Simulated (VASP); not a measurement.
# AlN (P6_3mc) in VASP: further runs, part 2 of 2

VASP 6.6.1. Earlier steps stand in the parts before.

**3. Single point, r2SCAN (strain -0.025 along x and y, -0.025 along z)**

Contents of POSCAR:

```
AlN
1.0
    3.0332270978      0.0000000000      0.0000000000
   -1.5166135489      2.6268517221      0.0000000000
    0.0000000000      0.0000000000      4.8535500000
Al N
2 2
Direct
    0.3333333333      0.6666666667      0.0000000000
    0.6666666667      0.3333333333      0.5000000000
    0.3333333333      0.6666666667      0.3850000000
    0.6666666667      0.3333333333      0.8850000000
```

Contents of INCAR.step1:

```
SYSTEM = AlN
ALGO = Normal
EDIFF = 1E-4
ENCUT = 520
GGA = PE
ISMEAR = 0
LASPH = .True.
LCHARG = .False.
LREAL = .False.
LWAVE = .True.
NBANDS = 16
NELM = 100
PREC = Accurate
SIGMA = 0.05
```

Contents of INCAR.step2:

```
SYSTEM = AlN
ALGO = Normal
EDIFF = 1E-7
ENCUT = 520
ISIF = 2
ISMEAR = 0
ISTART = 1
LASPH = .True.
LCHARG = .True.
LELF = .True.
LMIXTAU = .True.
LREAL = .False.
LVHAR = .True.
LWAVE = .False.
METAGGA = R2SCAN
NBANDS = 16
NELM = 100
PREC = Accurate
SIGMA = 0.05
```

Contents of KPOINTS:

```
k-points
0
Gamma
  12 12 6
  0 0 0
```

Potentials or basis: VASP PAW PBE potentials, release 64 (Al, N).

Command:

```bash
cat potpaw_PBE.64/Al/POTCAR potpaw_PBE.64/N/POTCAR > POTCAR
cp INCAR.step1 INCAR
mpirun -np 1 vasp_std > vasp.out
cp INCAR.step2 INCAR
mpirun -np 1 vasp_std > vasp.out
```

OUTCAR:

```text
SYSTEM = AlN
   EDIFF = 1E-7
   ENCUT = 520
   ISIF = 2
   ISMEAR = 0
   ISTART = 1
   LASPH = .True.
   LREAL = .False.
   METAGGA = R2SCAN
   NELM = 100
   PREC = Accurate

 ion  position               nearest neighbor table
   1  0.333  0.667  0.000-   4 1.84   4 1.84   4 1.84   3 1.87   2 2.99   2 2.99   2 2.99   2 2.99
                             2 2.99   2 2.99
   2  0.667  0.333  0.500-   3 1.84   3 1.84   3 1.84   4 1.87   1 2.99   1 2.99   1 2.99   1 2.99
                             1 2.99   1 2.99
   3  0.333  0.667  0.385-   2 1.84   2 1.84   2 1.84   1 1.87
   4  0.667  0.333  0.885-   1 1.84   1 1.84   1 1.84   2 1.87

  LATTYP: Found a hexagonal cell.
 ALAT       =     3.0332270978
 C/A-ratio  =     1.6001274694

  Lattice vectors:

 A1 = (   3.0332270978,   0.0000000000,   0.0000000000)
 A2 = (  -1.5166135489,   2.6268517221,   0.0000000000)
 A3 = (   0.0000000000,   0.0000000000,   4.8535500000)

Analysis of symmetry for initial positions (statically):
=====================================================================
 Subroutine PRICEL returns:
 Original cell was already a primitive cell.

 Routine SETGRP: Setting up the symmetry group for a
 hexagonal supercell.

 Subroutine GETGRP returns: Found 12 space group operations
 (whereof  6 operations were pure point group operations)
 out of a pool of 24 trial point group operations.

The static configuration has the point symmetry C_3v.
 The point group associated with its full space group is C_6v.

Analysis of symmetry for dynamics (positions and initial velocities):
=====================================================================
 Subroutine PRICEL returns:
 Original cell was already a primitive cell.

 Routine SETGRP: Setting up the symmetry group for a
 hexagonal supercell.

 Subroutine GETGRP returns: Found 12 space group operations
 (whereof  6 operations were pure point group operations)
 out of a pool of 24 trial point group operations.

The dynamic configuration has the point symmetry C_3v.
 The point group associated with its full space group is C_6v.

 Subroutine INISYM returns: Found 12 space group operations
 (whereof  6 operations are pure point group operations),
 and found     1 'primitive' translations

----------------------------------------------------------------------------------------

                                     Primitive cell

  volume of cell :      38.6723

  direct lattice vectors                    reciprocal lattice vectors
     3.033227098  0.000000000  0.000000000     0.329681876  0.190341920  0.000000000
    -1.516613549  2.626851722  0.000000000     0.000000000  0.380683840  0.000000000
     0.000000000  0.000000000  4.853550000     0.000000000  0.000000000  0.206034758

  length of vectors
     3.033227098  3.033227098  4.853550000     0.380683840  0.380683840  0.206034758

  position of ions in fractional coordinates (direct lattice)
     0.333333333  0.666666667  0.000000000
     0.666666667  0.333333333  0.500000000
     0.333333333  0.666666667  0.385000000
     0.666666667  0.333333333  0.885000000

  ion indices of the primitive-cell ions
   primitive index   ion index
                 1           1
                 2           2
                 3           3
                 4           4

[... 25 lines left out ...]

 Following reciprocal coordinates:
            Coordinates               Weight
  0.000000  0.000000  0.000000      1.000000
  0.083333  0.000000  0.000000      6.000000
  0.166667 -0.000000  0.000000      6.000000
  0.250000  0.000000  0.000000      6.000000
  0.333333 -0.000000  0.000000      6.000000
  0.416667 -0.000000  0.000000      6.000000
[... 16 lines left out ...]
  0.250000  0.000000  0.166667     12.000000
  0.333333 -0.000000  0.166667     12.000000
 [... further k-points ...]
   k-points           NKPTS =     76   k-points in BZ     NKDIM =     76   number of bands    NBANDS=     16
   number of dos      NEDOS =    301   number of ions     NIONS =      4
   total plane-waves  NPLWV =  20736
   dimension x,y,z NGX =    24 NGY =   24 NGZ =   36
   dimension x,y,z NGXF=    48 NGYF=   48 NGZF=   72
   ions per type =               2   2
   NGX,Y,Z   is equivalent  to a cutoff of  13.15, 13.15, 12.33 a.u.
   NGXF,Y,Z  is equivalent  to a cutoff of  26.31, 26.31, 24.66 a.u.
 SYSTEM =  AlN
   PREC   = accura    normal or accurate (medium, high low for compatibility)
   ISTART =      1    job   : 0-new  1-cont  2-samecut
   ICHARG =      0    charge: 1-file 2-atom 10-const
   ISPIN  =      1    spin polarized calculation?
   LNONCOLLINEAR =      F non collinear calculations
   LSORBIT =      F    spin-orbit coupling
   LASPH  =      T    aspherical Exc in radial PAW
   ENCUT  =  520.0 eV  38.22 Ry    6.18 a.u.   5.64  5.64  9.02*2*pi/ulx,y,z
   NELM   =    100;   NELMIN=  2; NELMDL=  0     # of ELM steps
   EDIFF  = 0.1E-06   stopping-criterion for ELM
   LREAL  =      F    real-space projection
   EDIFFG = 0.1E-05   stopping-criterion for IOM
   NSW    =      0    number of steps for IOM
   IBRION =     -1    ionic relax: 0-MD 1-quasi-New 2-CG
   NFREE  =      0    steps in history (QN), initial steepest desc. (CG)
   ISIF   =      2    stress and relaxation
   ISYM   =      2    0-nonsym 1-usesym 2-fastsym
   POTIM  = 0.5000    time-step for ionic-motion
   TEBEG  =    0.0;   TEEND  =   0.0 temperature during run
   PSTRESS=    0.0 pullay stress
   NELECT =      16.0000    total number of electrons
   NUPDOWN=      -1.0000    fix difference up-down
   EMIN   =  10.00;   EMAX   =-10.00  energy-range for DOS
   EFERMI =   0.00;   METHOD = LEGACY
   ISMEAR =     0;   SIGMA  =   0.05  broadening in eV -4-tet -1-fermi 0-gaus
   EFERMI_NEDOS =   21; number of points for ismear=-14 and -15
   IALGO  =     38    algorithm
   IMIX   =      4    mixing-type and parameters
     AMIX     =   0.40;   BMIX     =  1.00
     AMIX_MAG =   1.60;   BMIX_MAG =  1.00
  volume/ion in A,a.u.               =       9.67        65.24
  Fermi-wavevector in a.u.,A,eV,Ry     =   1.219874  2.305227 20.246715  1.488092
  Thomas-Fermi vector in A             =   2.355111
   LORBIT       =      0    0 simple, 1 ext, 2 COOP (PROOUT), +10 PAW based schemes
   METAGGA = R2SCAN    functional components
   LHFCALC =     F    Hartree Fock is set to
   AEXX    =    0.0000 exact exchange contribution
   IVDW    =     0    specifies the selected vdW correction
   LEPSILON=     F    determine dielectric tensor
   LRPA    =     F    only Hartree local field effects (RPA)
 non-spin polarized calculation
 Gauss-broadening in eV      SIGMA  =   0.05
  energy-cutoff  :      520.00
  volume of cell :       38.67
 maximum number of plane-waves:      1087
 NGX is ok and might be reduce to    24
   NGX = 11   NGY = 11   NGZ = 19

 number of electron      16.0000000 magnetization

 Free energy of the ion-electron system (eV)
  ---------------------------------------------------
  ext. energy  EPLUGINS =         0.00000000
  ---------------------------------------------------
  free energy    TOTEN  =       -38.30287922 eV

  energy without entropy =      -38.30287922  energy(sigma->0) =      -38.30287922

 E-fermi :   6.9752     XC(G=0): -11.7555

 val. band max:        6.7012985747   @ k =   0.0000   0.0000   0.0000
 cond. band min:      12.2594683937   @ k =   0.0000   0.0000   0.0000
 fundamental gap:      5.5581698191
 Fermi energy:         6.9752429699

 k-point     1 :       0.0000    0.0000    0.0000
  band No.  band energies     occupation
      1      -9.8000      2.00000
      2      -7.4378      2.00000
      3       0.2431      2.00000
      4       5.6885      2.00000
      5       5.6885      2.00000
      6       6.3699      2.00000
[... 433 lines left out ...]
      3       1.4183      2.00000
      4       2.4804      2.00000
      5       3.1049      2.00000
      6       4.7179      2.00000
[... 8 lines left out ...]
     15      20.9841      0.00000
     16      22.8130      0.00000

 [... further k-points ...]
[... 5 lines left out ...]
  --------------------------------------------------------------------------------------
  -------------------------------------------------------------------------------------
  Total        4.5190739      4.5190739      3.5801454      0.0000000      0.0000000      0.0000000
  in kB      187.2233589    187.2233589    148.3239412      0.0000000      0.0000000      0.0000000
  external PRESSURE =     174.2568864 kB  Pullay stress =       0.0000000 kB

 VOLUME and BASIS-vectors are now :
 -----------------------------------------------------------------------------
  energy-cutoff  :      520.00
  volume of cell :       38.67
      direct lattice vectors                 reciprocal lattice vectors
     3.033227098  0.000000000  0.000000000     0.329681876  0.190341920  0.000000000
    -1.516613549  2.626851722  0.000000000     0.000000000  0.380683840  0.000000000
     0.000000000  0.000000000  4.853550000     0.000000000  0.000000000  0.206034758

 POSITION                                       TOTAL-FORCE (eV/Angst)
 -----------------------------------------------------------------------------------
     -0.00000      1.75123      0.00000         0.000000      0.000000      0.197201
      1.51661      0.87562      2.42678        -0.000000     -0.000000      0.197201
     -0.00000      1.75123      1.86862        -0.000000     -0.000000     -0.197201
      1.51661      0.87562      4.29539        -0.000000     -0.000000     -0.197201
 -----------------------------------------------------------------------------------
    total drift:                               -0.000000     -0.000000     -0.026516

  FREE ENERGIE OF THE ION-ELECTRON SYSTEM (eV)
  ---------------------------------------------------
  free  energy   TOTEN  =       -38.3028792181 eV

  energy  without entropy=      -38.3028792181  energy(sigma->0) =      -38.30287922
```

Wall time 3 min (1 thread of Intel Xeon 8259CL, shared host); peak memory 0.18 GiB.

Results:

```yaml
Free_energy: -38.3029 eV
Pressure: 17.4 GPa
Largest_force: 0.197 eV/Å
Band_gap_on_the_k_mesh: 5.56 eV
```

Forces in eV/Å, atoms in the order of the input:
```
Al   0.000  0.000  0.197
Al   0.000  0.000  0.197
N    0.000  0.000 -0.197
N    0.000  0.000 -0.197
```

Stress tensor (GPa, compression positive):
```
18.72  0.00  0.00
 0.00 18.72  0.00
 0.00  0.00 14.83
```

Levels at points of the mesh, in eV from the valence-band top:
| k point | band 6 | band 7 | band 8 | band 9 | band 10 | band 11 |
| --- | --- | --- | --- | --- | --- | --- |
| (0.00, 0.00, 0.00) | -0.33 | -0.33 | 0.00 | 5.56 | 8.17 | 12.25 |
| (0.50, 0.00, 0.00) | -2.32 | -1.90 | -0.81 | 6.60 | 6.79 | 9.66 |
| (0.00, 0.00, 0.50) | -0.68 | -0.68 | -0.68 | 7.91 | 7.91 | 11.92 |
| (0.50, 0.00, 0.50) | -1.65 | -1.49 | -1.49 | 6.23 | 6.23 | 10.54 |

Caveat: the cell differs from its parent crystal (strain -0.025 along x and y, -0.025 along z); the cell stands under pressure; the PAW data sets were made with another functional, which shifts forces and pressure a little.

**4. Single point, r2SCAN (strain -0.050 along x and y, +0.050 along z)**

Contents of POSCAR:

```
AlN
1.0
    2.9554520440      0.0000000000      0.0000000000
   -1.4777260220      2.5594965498      0.0000000000
    0.0000000000      0.0000000000      5.2269000000
Al N
2 2
Direct
    0.3333333333      0.6666666667      0.0000000000
    0.6666666667      0.3333333333      0.5000000000
    0.3333333333      0.6666666667      0.3850000000
    0.6666666667      0.3333333333      0.8850000000
```

Contents of INCAR.step1:

```
ALGO = Normal ; EDIFF = 1E-4
ENCUT = 520 ; GGA = PE
ISMEAR = 0 ; LASPH = T
LCHARG = F ; LREAL = F
LWAVE = T ; NBANDS = 16
NELM = 80 ; PREC = Accurate
SIGMA = 0.05
```

Contents of INCAR.step2:

```
ALGO = Normal ; EDIFF = 1E-6
ENCUT = 520 ; ISIF = 2
ISMEAR = 0 ; ISTART = 1
LASPH = T ; LCHARG = T
LELF = T ; LMIXTAU = T
LREAL = F ; LVHAR = T
LWAVE = F ; METAGGA = R2SCAN
NBANDS = 16 ; NELM = 80
PREC = Accurate ; SIGMA = 0.05
```

Contents of KPOINTS:

```
k-points
0
Gamma
  12 12 6
```

Command:

```bash
cat potpaw_PBE.64/Al/POTCAR potpaw_PBE.64/N/POTCAR > POTCAR
cp INCAR.step1 INCAR
mpirun -np 1 vasp_std > vasp.out
cp INCAR.step2 INCAR
mpirun -np 1 vasp_std > vasp.out
```

It took 2.9 min on 1 thread of Intel Xeon 8259CL, shared host; peak memory 0.19 GiB.

Results (log left out):

| Quantity | Value |
| --- | --- |
| Free energy | -37.9516 eV |
| Pressure | 16.3 GPa |
| Largest force | 1.181 eV/Å |
| Band gap on the k mesh | 5.13 eV |

Forces in eV/Å, atoms in the order of the input:
```
Al   0.000  0.000  1.181
Al   0.000  0.000  1.181
N    0.000  0.000 -1.181
N    0.000  0.000 -1.181
```

Stress tensor (GPa, compression positive):
```
 32.44   0.00   0.00
  0.00  32.44   0.00
  0.00   0.00 -15.95
```

Levels at points of the mesh, in eV from the valence-band top:
```csv
k point,band 4,band 5,band 6,band 7,band 8,band 9,band 10,band 11,band 12,band 13
"(0.00, 0.00, 0.00)",-0.42,-0.42,-0.28,0.00,0.00,5.13,9.22,11.69,13.06,13.59
"(0.50, 0.00, 0.00)",-4.61,-3.30,-1.70,-1.69,-0.67,6.08,7.40,9.51,11.33,12.61
"(0.00, 0.00, 0.50)",-3.79,-0.22,-0.22,-0.22,-0.22,8.16,8.16,11.53,11.53,13.91
"(0.50, 0.00, 0.50)",-5.72,-1.56,-1.56,-1.23,-1.23,5.91,5.91,10.53,10.53,13.13
```

Caveat: the cell differs from its parent crystal (strain -0.050 along x and y, +0.050 along z); the stress differs along the axes, from -16 to 32 GPa; the PAW data sets were made with another functional, which shifts forces and pressure a little.

**5. Overview**

```csv
cell,gap on the mesh (eV),pressure (GPa),largest force (eV/Å)
"a = 2.955, b = 2.955, c = 5.102 Å, angles 90.0, 90.0, 120.0°, 4 atoms",5.55,21.3,1.14
"a = 3.033, b = 3.033, c = 4.854 Å, angles 90.0, 90.0, 120.0°, 4 atoms",5.56,17.4,0.20
"a = 2.955, b = 2.955, c = 5.227 Å, angles 90.0, 90.0, 120.0°, 4 atoms",5.13,16.3,1.18
```

Alike in all rows: task single point; level r2SCAN; potentials or basis VASP PAW PBE potentials, release 64 (Al, N); no spin polarisation; k mesh 12 × 12 × 6; cutoff (eV) 520; smearing gaussian 0.05 eV.

Caveats: the PAW data sets were made with another functional, which shifts forces and pressure a little; the stress differs along the axes, from -6 to 35 GPa (at least some runs); the cell stands under pressure (at least some runs); the stress differs along the axes, from -16 to 32 GPa (at least some runs).

Total energies depend on the potentials used, so only differences within one code and one set of settings carry meaning.
